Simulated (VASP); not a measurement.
Set up this calculation in VASP 6.6.1, as the native input.

- Task: single point
- Functional: PBE
- Potentials or basis: VASP PAW PBE potentials, release 64 (S)
- Cutoff: 520 eV
- k mesh: 6 × 6 × 8
- Occupations: gaussian, width 0.01 eV
- Spin: no spin polarisation
- Dipole correction: no
- Further INCAR settings: ALGO = Fast; EDIFF = 1e-06; NBANDS = 20

The structure of S lies in POSCAR:

```
S
1.0
    5.4355289605      0.0000000000      0.0000000000
    0.0000000000      5.4355289605      0.0000000000
    0.0000000000      0.0000000000      4.8101855566
S
4
Direct
    0.3158553659      0.5000000000      0.5000000000
    0.6841446341      0.5000000000      0.5000000000
    0.5000000000      0.3158553659      0.0000000000
    0.5000000000      0.6841446341      0.0000000000
```

The cell was generated, and may not be a known phase.

One way to write it, as run:

INCAR

```
PREC     = Accurate       # precision mode
ENCUT    = 520            # plane-wave cutoff, eV
EDIFF    = 1E-6           # SCF threshold, eV
ISMEAR   = 0              # smearing method
SIGMA    = 0.01           # smearing width, eV
LREAL    = False          # projectors in reciprocal space
LASPH    = True           # aspherical terms in the spheres
NELM     = 100            # most SCF steps
ALGO     = Fast           # electronic algorithm
ISIF     = 2              # what is computed and relaxed
LWAVE    = False          # write WAVECAR
LCHARG   = True           # write CHGCAR
GGA      = PE             # functional
LELF     = True           # ELF
LVHAR    = True         
NBANDS   = 20             # bands
```

KPOINTS

```
regular mesh
0
Gamma
  6 6 8
```

Potentials or basis: VASP PAW PBE potentials, release 64 (S).

Launch:

```bash
$ cat potpaw_PBE.64/S/POTCAR > POTCAR
$ mpirun -np 1 vasp_std > vasp.out
```

It gave:

```
Pressure               : -0.3 GPa
Largest force          : 0.169 eV/Å
Band gap on the k mesh : zero (bands 12 and 13 overlap by 0.19 eV)
```

Caveat: this functional lacks dispersion, which holds the molecules together, so the pressure and a relaxed volume are unreliable; this functional lacks dispersion, which binds layers or chains, so the pressure and a relaxed spacing across them are unreliable.

Wall time 2.3 min on 1 thread of Oxide Virtual Turin-like Processor (shared host), peak memory 0.24 GiB.
